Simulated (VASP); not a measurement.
# TbGa2O3 (P4/mmm) in VASP: further runs, part 2 of 2

VASP 6.6.1. The steps go on from the part before.

## (3) Relaxation of cell and atoms, PBE

File INCAR:

```
SYSTEM = TbGa2O3
PREC = Accurate
ENCUT = 600
EDIFF = 1E-7
ISMEAR = 0
SIGMA = 0.1
LREAL = .False.
LASPH = .True.
NELM = 200
ALGO = Normal
ISIF = 3
LWAVE = .False.
LCHARG = .False.
GGA = PE
IBRION = 2
NSW = 80
EDIFFG = -0.001
GGA_COMPAT = .False.
NELMIN = 4
LMAXMIX = 6
```

File KPOINTS:

```
regular mesh
0
Gamma
  10 10 4
  0 0 0
```

File POSCAR:

```
TbGa2O3
1.0
    3.2023373789      0.0000000000      0.0000000000
    0.0000000000      3.2023373789      0.0000000000
    0.0000000000      0.0000000000      8.3845822953
Tb Ga O
1 2 3
Direct
    0.5000000000      0.5000000000      0.5000000000
    0.0000000000      0.0000000000      0.1564565248
    0.0000000000      0.0000000000      0.8435434752
    0.5000000000      0.5000000000      0.2224962140
    0.5000000000      0.5000000000      0.7775037860
    0.0000000000      0.0000000000      0.5000000000
```

Potentials or basis: VASP PAW PBE potentials, release 64 (Tb_3, Ga_d, O), 4f in core.

Command:

```
> cat potpaw_PBE.64/Tb_3/POTCAR potpaw_PBE.64/Ga_d/POTCAR potpaw_PBE.64/O/POTCAR > POTCAR
> mpirun -np 1 vasp_std > vasp.out
```

OUTCAR:

```text
SYSTEM = TbGa2O3
   PREC = Accurate
   ENCUT = 600
   EDIFF = 1E-7
   ISMEAR = 0
   LREAL = .False.
   LASPH = .True.
   NELM = 200
   ISIF = 3
   GGA = PE
   IBRION = 2
   NSW = 80
   EDIFFG = -0.001
   NELMIN = 4

 ion  position               nearest neighbor table
   1  0.500  0.500  0.500-   6 2.26   6 2.26   6 2.26   6 2.26   4 2.33   5 2.33
   2  0.000  0.000  0.156-   4 2.33   4 2.33   4 2.33   4 2.33   3 2.62
   3  0.000  0.000  0.844-   5 2.33   5 2.33   5 2.33   5 2.33   2 2.62
   4  0.500  0.500  0.222-   1 2.33   2 2.33   2 2.33   2 2.33   2 2.33
   5  0.500  0.500  0.778-   1 2.33   3 2.33   3 2.33   3 2.33   3 2.33
   6  0.000  0.000  0.500-   1 2.26   1 2.26   1 2.26   1 2.26

  LATTYP: Found a simple tetragonal cell.
 ALAT       =     3.2023373789
 C/A-ratio  =     2.6182695023

  Lattice vectors:

 A1 = (   3.2023373789,   0.0000000000,   0.0000000000)
 A2 = (   0.0000000000,   3.2023373789,   0.0000000000)
 A3 = (   0.0000000000,   0.0000000000,   8.3845822953)

Analysis of symmetry for initial positions (statically):
=====================================================================
 Subroutine PRICEL returns:
 Original cell was already a primitive cell.

 Routine SETGRP: Setting up the symmetry group for a
[... 292 lines left out ...]
  free  energy   TOTEN  =       -36.1565558335 eV

  energy  without entropy=      -36.1507208964  energy(sigma->0) =      -36.15363836

[... ionic steps 4 to 21 ...]

--------------------------------------- Ionic step       22  -------------------------------------------

 number of electron      53.0000000 magnetization

------------------------ aborting loop because EDIFF is reached ----------------------------------------
[... 75 lines left out ...]
--------------------------------------- Ionic step       24  -------------------------------------------

 number of electron      53.0000000 magnetization

 Free energy of the ion-electron system (eV)
  ---------------------------------------------------
  ext. energy  EPLUGINS =         0.00000000
  ---------------------------------------------------
  free energy    TOTEN  =       -36.15659522 eV

  energy without entropy =      -36.15071468  energy(sigma->0) =      -36.15365495

 E-fermi :   5.0787     XC(G=0): -10.8578

 val. band max:        5.0697363988   @ k =   0.3000   0.0000   0.5000
 cond. band min:       5.1132838880   @ k =   0.2000   0.2000   0.2500
 fundamental gap:      0.0435474893
 Fermi energy:         5.0786687356

 k-point     1 :       0.0000    0.0000    0.0000
  band No.  band energies     occupation
      1     -17.8183      2.00000
      2     -17.1728      2.00000
      3     -17.1728      2.00000
      4     -14.4705      2.00000
      5     -13.8641      2.00000
      6     -13.3578      2.00000
[... 805 lines left out ...]
     30       9.2206      0.00000
     31       9.5524      0.00000

 [... further k-points ...]

------------------------ aborting loop because EDIFF is reached ----------------------------------------

  FORCE on cell =-STRESS in cart. coord.  units (eV):
  Direction    XX          YY          ZZ          XY          YZ          ZX
  --------------------------------------------------------------------------------------
  -------------------------------------------------------------------------------------
  Total       -0.0043472     -0.0043472      0.0012304      0.0000000      0.0000000     -0.0000000
  in kB       -0.0807332     -0.0807332      0.0228499      0.0000000      0.0000000     -0.0000000
  external PRESSURE =      -0.0462055 kB  Pullay stress =       0.0000000 kB
[... 21 lines left out ...]
  FREE ENERGIE OF THE ION-ELECTRON SYSTEM (eV)
  ---------------------------------------------------
  free  energy   TOTEN  =       -36.1565952220 eV

  energy  without entropy=      -36.1507146838  energy(sigma->0) =      -36.15365495

 reached required accuracy - stopping structural energy minimisation
```

OSZICAR:

```text
N       E                     dE             d eps       ncg     rms          rms(c)
DAV:   1     0.574137553291E+03    0.57414E+03   -0.27759E+04  4043   0.278E+03
DAV:   2     0.632494597713E+02   -0.51089E+03   -0.49832E+03  4200   0.668E+02
DAV:   3    -0.358264082906E+02   -0.99076E+02   -0.96589E+02  4824   0.207E+02
[... 164 lines left out ...]
       N       E                     dE             d eps       ncg     rms          rms(c)
DAV:   1    -0.361565952613E+02    0.72533E-07   -0.97533E-07  3464   0.709E-03    0.110E-03
DAV:   2    -0.361565952423E+02    0.19007E-07   -0.42648E-08  1981   0.228E-03    0.532E-04
DAV:   3    -0.361565952276E+02    0.14658E-07   -0.18474E-08  1995   0.980E-04    0.139E-04
DAV:   4    -0.361565952220E+02    0.56043E-08   -0.35866E-09  1995   0.614E-04
  24 F= -.36156595E+02 E0= -.36153655E+02  d E =-.654500E-07
```

It took 44 min on 1 thread of AMD EPYC 7R43 (Zen 3), shared host; peak memory 0.33 GiB.

Results:

* Free energy: -36.1566 eV
* Relaxed volume: 14.38 Å³/atom
* Relaxed cell: a = 3.208 Å, b = 3.208 Å, c = 8.383 Å, α = 90.00°, β = 90.00°, γ = 90.00°
* Space group after relaxing (to 0.1 Å): P4/mmm (No. 123)
* Energy gained by relaxing: 0.1 meV/atom
* Ionic steps: 24
* Pressure after relaxing: 0.0 GPa
* Band gap on the k mesh: zero (an odd number of electrons rules out a gap without spin polarisation)

Step by step:
```csv
step,energy change (eV),largest force (eV/Å),pressure (GPa),volume (Å³)
1,0.0000,0.0280,0.46,85.98
2,-0.0005,0.0032,-0.26,86.50
3,-0.0006,0.0074,-0.03,86.33
4,-0.0006,0.0077,-0.02,86.33
5,-0.0006,0.0095,0.00,86.31
6,-0.0006,0.0117,0.02,86.29
7,-0.0006,0.0043,-0.04,86.30
8,-0.0006,0.0050,-0.04,86.30
9,-0.0006,0.0035,0.04,86.28
10,-0.0006,0.0017,-0.03,86.28
11,-0.0006,0.0028,-0.02,86.28
12,-0.0006,0.0030,-0.02,86.28
13,-0.0006,0.0033,0.00,86.28
14,-0.0006,0.0028,-0.02,86.28
15,-0.0006,0.0015,0.01,86.27
16,-0.0006,0.0025,0.00,86.27
17,-0.0006,0.0017,0.05,86.27
18,-0.0006,0.0022,0.01,86.27
19,-0.0006,0.0016,0.00,86.27
20,-0.0006,0.0011,-0.01,86.27
21,-0.0006,0.0011,0.00,86.27
22,-0.0006,0.0014,0.04,86.27
23,-0.0006,0.0010,0.02,86.27
24,-0.0006,0.0010,0.00,86.27
```

Final structure:
```cif
data_structure
_symmetry_space_group_name_H-M 'P 1'
_symmetry_Int_Tables_number 1
_cell_length_a 3.2081
_cell_length_b 3.2081
_cell_length_c 8.3826
_cell_angle_alpha 90.000
_cell_angle_beta 90.000
_cell_angle_gamma 90.000
_cell_volume 86.27
loop_
_atom_site_label
_atom_site_type_symbol
_atom_site_fract_x
_atom_site_fract_y
_atom_site_fract_z
_atom_site_occupancy
Tb1 Tb 0.50000 0.50000 0.50000 1
Ga1 Ga 0.00000 0.00000 0.15633 1
Ga2 Ga 0.00000 0.00000 0.84367 1
O1 O 0.50000 0.50000 0.22214 1
O2 O 0.50000 0.50000 0.77786 1
O3 O 0.00000 0.00000 0.50000 1
```

Caveat: spin-orbit coupling is left out, which moves the levels of the heavy elements; the 4f electrons are frozen in the core, so they carry no moment and show no levels; an odd number of electrons without spin polarisation forces a metal; a magnetic or distorted state may lie lower; the run has no spin polarisation, though such a crystal can be magnetic.

The gap in the log of VASP goes by the Fermi energy; the results here count the filled bands.